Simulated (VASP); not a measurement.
# As: single point with PBEsol

As:

```
As
1.0
     2.59618    0.00000    0.00000
     0.00000    2.59618    0.00000
     0.00000    0.00000    2.59620
As
1
Direct
  0.00000 0.00000 0.00000
```

- Program: VASP 6.6.1
- Task: single point
- Functional: PBEsol
- Potentials or basis: VASP PAW PBE potentials, release 64 (As)
- Cutoff: 520 eV
- k mesh: 8 × 8 × 8
- Occupations: gaussian, width 0.1 eV
- Spin: no spin polarisation
- Dipole correction: no
- Further INCAR settings: ALGO = Normal; EDIFF = 1e-07; NBANDS = 8

```yaml
Pressure: 12.7 GPa
```

Levels at points of the mesh, in eV from the Fermi level:
```
           k point  band 1  band 2  band 3  band 4  band 5  band 6  band 7  band 8
(0.00, 0.00, 0.00)  -16.23    4.58    4.58    4.58    8.57    8.57   11.46   26.52
(0.50, 0.00, 0.00)  -12.50   -8.05    7.36    7.36   11.58   14.69   15.28   15.28
(0.50, 0.50, 0.00)   -8.54   -4.96   -4.96    1.80   10.03   17.95   18.32   18.32
(0.50, 0.50, 0.50)   -4.01   -2.11   -2.11   -2.11    5.63    5.63    5.63    9.16
```

Run time: 6.5 s on 1 thread of Intel Xeon 8259CL, with other jobs on the host, peak memory 0.12 GiB.

Caveat: the PAW data sets were made with another functional, which shifts forces and pressure a little.
